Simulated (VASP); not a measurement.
A run of VASP 6.6.1:

Contents of INCAR:

```
SYSTEM = Eu
ALGO = Normal
EDIFF = 1E-6
ENCUT = 520
GGA = CA
ISIF = 2
ISMEAR = -1
ISPIN = 2
LASPH = .TRUE.
LCHARG = .TRUE.
LELF = .TRUE.
LMAXMIX = 6
LORBIT = 11
LREAL = .FALSE.
LVHAR = .TRUE.
LWAVE = .FALSE.
MAGMOM = 7
NBANDS = 18
NELM = 150
PREC = Accurate
SIGMA = 0.05
```

File KPOINTS:

```
k-points
0
G
  11 11 11
  0 0 0
```

The input POSCAR:

```
Eu
1.0
    2.5513058898      0.0000000000      0.0000000000
    0.0000000000      2.5513058898      0.0000000000
    0.0000000000      0.0000000000      2.5513058898
Eu
1
Direct
    0.0000000000      0.0000000000      0.0000000000
```

Potentials or basis: VASP PAW PBE potentials, release 64 (Eu).

Run with:

```bash
$ cat potpaw_PBE.64/Eu/POTCAR > POTCAR
$ mpirun -np 1 vasp_std > vasp.out
```

Hardware: 1 thread of Intel(R) Xeon(R) Platinum 8488C (Sapphire Rapids), with other jobs on the host.

Task: Estimate the wall time of this run.

Result: Wall time 30 s on 1 thread of Intel(R) Xeon(R) Platinum 8488C (Sapphire Rapids) (shared host), peak memory 0.15 GiB. Counts: scf iterations 19, k points 56.
